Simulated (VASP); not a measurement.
Write the native input for VASP 6.6.1 that does the following.

```
Task                   : relaxation of cell and atoms
Functional             : r2SCAN
Potentials or basis    : VASP PAW PBE potentials, release 64 (Li_sv, F)
Cutoff                 : 600 eV
k mesh                 : 14 × 14 × 14
Occupations            : fermi-dirac, width 0.05 eV
Spin                   : no spin polarisation
Dipole correction      : no
Further INCAR settings : ALGO = Normal; EDIFF = 1e-07; IBRION = 2; EDIFFG = -0.002; NSW = 100; ISIF = 3
```

LiF:

```xyz
2
Lattice="2.0140 2.0140 0.0000 -2.0140 2.0140 0.0000 0.0000 2.0140 2.0140" Properties=species:S:1:pos:R:3 pbc="T T T"
Li    0.0000    0.0000    0.0000
F     0.0000    2.0140    0.0000
```

These files were run (other wordings do the same):

POSCAR

```
LiF
1.0
    2.0140000000      2.0140000000      0.0000000000
   -2.0140000000      2.0140000000      0.0000000000
    0.0000000000      2.0140000000      2.0140000000
Li F
1 1
Direct
    0.0000000000      0.0000000000      0.0000000000
    0.5000000000      0.5000000000      0.0000000000
```

INCAR.step1

```
ALGO     = Normal         # electronic algorithm
EDIFF    = 1E-4           # SCF threshold, eV
ENCUT    = 600            # plane-wave cutoff, eV
GGA      = PE             # functional
ISMEAR   = -1             # smearing method
LASPH    = True           # aspherical terms in the spheres
LCHARG   = False          # write CHGCAR
LREAL    = False          # projectors in reciprocal space
LWAVE    = True           # write WAVECAR
NELM     = 60             # most SCF steps
PREC     = Accurate       # precision mode
SIGMA    = 0.05           # smearing width, eV
```

INCAR.step2

```
ALGO     = Normal         # electronic algorithm
EDIFF    = 1E-7           # SCF threshold, eV
EDIFFG   = -0.002         # ionic threshold
ENCUT    = 600            # plane-wave cutoff, eV
IBRION   = 2              # ionic algorithm
ISIF     = 3              # what is computed and relaxed
ISMEAR   = -1             # smearing method
ISTART   = 1            
LASPH    = True           # aspherical terms in the spheres
LCHARG   = False          # write CHGCAR
LMIXTAU  = True         
LREAL    = False          # projectors in reciprocal space
LWAVE    = False          # write WAVECAR
METAGGA  = R2SCAN         # meta-GGA
NELM     = 60             # most SCF steps
NSW      = 100            # ionic steps
PREC     = Accurate       # precision mode
SIGMA    = 0.05           # smearing width, eV
```

KPOINTS

```
k-points
0
Gamma
  14 14 14
```

Potentials or basis: VASP PAW PBE potentials, release 64 (Li_sv, F).

Run with:

```sh
$ cat potpaw_PBE.64/Li_sv/POTCAR potpaw_PBE.64/F/POTCAR > POTCAR
$ cp INCAR.step1 INCAR
$ mpirun -np 1 vasp_std > vasp.out
$ cp INCAR.step2 INCAR
$ mpirun -np 1 vasp_std > vasp.out
```

Results of the run:

The relaxed volume is 7.84 Å³/atom. The relaxed cell is a = 2.810 Å, b = 2.810 Å, c = 2.810 Å, α = 60.00°, β = 60.00°, γ = 90.00°. The space group after relaxing (to 0.1 Å) is Fm-3m (No. 225), the energy gained by relaxing is 3.7 meV/atom and the ionic steps are 4. The pressure after relaxing is 0.0 GPa and the band gap on the k mesh is 10.67 eV.

Caveat: the cutoff is under 1.25 times the usual one of these potentials, so pressure, stress and relaxed cells hold a basis-set (Pulay) error; the PAW data sets were made with another functional, which shifts forces and pressure a little.

It took 3.7 min on 1 thread of AMD EPYC 7R13 Processor (Zen 3), on a shared host, peak memory 0.12 GiB.
